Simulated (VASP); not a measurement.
Input of a VASP 6.6.1 run:

File INCAR:

```
SYSTEM = Ge
  ALGO = Normal
  EDIFF = 1E-6
  EDIFFG = -0.005
  ENCUT = 600
  GGA = PE
  IBRION = 2
  ISIF = 3
  ISMEAR = -1
  LASPH = .TRUE.
  LCHARG = .FALSE.
  LREAL = .FALSE.
  LWAVE = .FALSE.
  NELM = 80
  NSW = 60
  PREC = Accurate
  PSTRESS = 82.0
  SIGMA = 0.05
```

Contents of KPOINTS:

```
k-points
0
G
  16 16 15
  0 0 0
```

File POSCAR:

```
Ge
1.0
    2.8019997613      0.0000000000      0.0000000000
   -1.4009998806      2.4266029746      0.0000000000
    0.0000000000      0.0000000000      2.6338797756
Ge
1
Direct
    0.0000000000      0.0000000000      0.0000000000
```

Potentials or basis: VASP PAW PBE potentials, release 64 (Ge_d).

Command:

```sh
$ cat potpaw_PBE.64/Ge_d/POTCAR > POTCAR
$ mpirun -np 1 vasp_std > vasp.out
```

Question: Predict the relaxed cell.

Answer: a = 2.793 Å, b = 2.793 Å, c = 2.600 Å, α = 90.00°, β = 90.00°, γ = 120.00°.

Question: What does it give for the band gap on the k mesh?

Answer: Zero (band 7 reaches 14.84 eV, above the bottom of band 8 at 4.22 eV).

Final structure:
```
Ge
1.0
     2.79332    0.00000    0.00000
    -1.39666    2.41909    0.00000
     0.00000    0.00000    2.59998
Ge
1
Cartesian
  0.0000 0.0000 0.0000
```

Caveat: the cell is relaxed towards a set pressure, so the enthalpy falls and the energy may rise.
